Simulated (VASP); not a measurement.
TiTe (zincblende type):

```xyz
2
Lattice="0.0000 3.2140 3.2140 3.2140 0.0000 3.2140 3.2140 3.2140 0.0000" Properties=species:S:1:pos:R:3 pbc="T T T"
Ti    0.0000    0.0000    0.0000
Te    1.6070    1.6070    1.6070
```

```yaml
Program: VASP 6.6.1
Task: relaxation of cell and atoms
Functional: PBE
Potentials_or_basis: VASP PAW PBE potentials, release 64 (Ti_sv, Te)
Cutoff: 600 eV
k_mesh: 10 × 10 × 10
Occupations: fermi-dirac, width 0.03 eV
Spin: no spin polarisation
```

At the start: pressure -3.7 GPa; volume 33.20 Å³/atom.

Task: Where does the relaxation end?

Result: Over 19 steps the energy falls by 33.7 meV/atom and the volume is 30.52 Å³/atom (-8.1 %); space group F-43m (No. 216, to 0.1 Å) before and after.

The path:
```csv
step,energy change (eV),largest force (eV/Å),pressure (GPa),volume (Å³)
1,0.0000,0.0000,-3.70,66.40
2,-0.0587,0.0000,1.62,59.29
3,-0.0674,0.0000,0.03,61.01
4,-0.0673,0.0000,-0.07,61.12
5,-0.0673,0.0000,-0.06,61.11
6,-0.0673,0.0000,-0.08,61.11
7,-0.0673,0.0000,-0.07,61.11
8,-0.0673,0.0000,-0.07,61.11
9,-0.0673,0.0000,-0.07,61.11
10,-0.0673,0.0000,-0.07,61.11
11,-0.0673,0.0000,-0.07,61.11
12,-0.0673,0.0000,-0.06,61.10
13,-0.0673,0.0000,-0.07,61.10
14,-0.0673,0.0000,-0.06,61.09
15,-0.0674,0.0000,-0.05,61.07
16,-0.0674,0.0000,-0.03,61.04
17,-0.0674,0.0000,0.05,60.97
18,-0.0674,0.0000,0.04,61.02
19,-0.0674,0.0000,0.02,61.03
```

Final structure:
```yaml
crystal:
  lattice:
    - [0.00000, 3.12491, 3.12491]
    - [3.12491, 0.00000, 3.12491]
    - [3.12491, 3.12491, 0.00000]
  atoms:
    - { symbol: Ti, position: [0.00000, 0.00000, 0.00000] }
    - { symbol: Te, position: [0.25000, 0.25000, 0.25000] }
```
